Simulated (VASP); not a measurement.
Input of a VASP 6.6.1 run:

Contents of INCAR:

```
SYSTEM = Sc
PREC     = Accurate       ! precision mode
ENCUT    = 520            ! plane-wave cutoff, eV
EDIFF    = 1E-6           ! SCF threshold, eV
ISMEAR   = -1             ! smearing method
SIGMA    = 0.1            ! smearing width, eV
LREAL    = .FALSE.        ! projectors in reciprocal space
LASPH    = .TRUE.         ! aspherical terms in the spheres
NELM     = 60             ! most SCF steps
ALGO     = Normal         ! electronic algorithm
ISIF     = 2              ! what is computed and relaxed
LWAVE    = .FALSE.        ! write WAVECAR
LCHARG   = .FALSE.        ! write CHGCAR
GGA      = PE             ! functional
NBANDS   = 12             ! bands
```

KPOINTS

```
Automatic mesh
0
G
  15 15 14
  0 0 0
```

Contents of POSCAR:

```
Sc
1.0
    3.0614230831      0.0000000000      0.0000000000
   -1.5307115416      2.6512701617      0.0000000000
    0.0000000000      0.0000000000      2.8732629604
Sc
1
Direct
    0.0000000000      0.0000000000      0.0000000000
```

Potentials or basis: VASP PAW PBE potentials, release 64 (Sc_sv).

The run is started by

```sh
$ cat potpaw_PBE.64/Sc_sv/POTCAR > POTCAR
$ mpirun -np 1 vasp_std > vasp.out
```

(1) What does it give for the pressure?

Answers

(1) 4.1 GPa.
